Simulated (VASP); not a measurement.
Input of a VASP 6.6.1 run:

Contents of INCAR:

```
SYSTEM = BN
ALGO = Normal
EDIFF = 1E-6
ENCUT = 520
GGA = PE
ISIF = 2
ISMEAR = 0
IVDW = 12
LASPH = .TRUE.
LCHARG = .FALSE.
LREAL = .FALSE.
LWAVE = .FALSE.
NBANDS = 11
NELM = 100
PREC = Accurate
SIGMA = 0.05
```

File KPOINTS:

```
k-points
0
G
  12 12 12
  0 0 0
```

File POSCAR:

```
BN
1.0
    1.2029346237      0.6945146288      3.5584752950
   -1.2029346237      0.6945146288      3.5584752950
    0.0000000000     -1.3890292576      3.5584752950
B N
1 1
Direct
    0.9996975446      0.9996975446      0.9996975446
    0.3327354554      0.3327354554      0.3327354554
```

Potentials or basis: VASP PAW PBE potentials, release 64 (B, N).

Launch:

```console
$ cat potpaw_PBE.64/B/POTCAR potpaw_PBE.64/N/POTCAR > POTCAR
$ mpirun -np 1 vasp_std > vasp.out
```

Question: Estimate the dispersion energy per atom.

Answer: -0.140 eV.

Question: Predict the largest force.

Answer: 0.026 eV/Å.

Question: Predict the pressure.

Answer: 32.6 GPa.

Forces on the atoms (eV/Å):
```
B    0.000  0.000 -0.026
N    0.000  0.000  0.026
```

Caveat: the cell differs from its parent crystal (strain -0.040 along x and y, +0.080 along z).
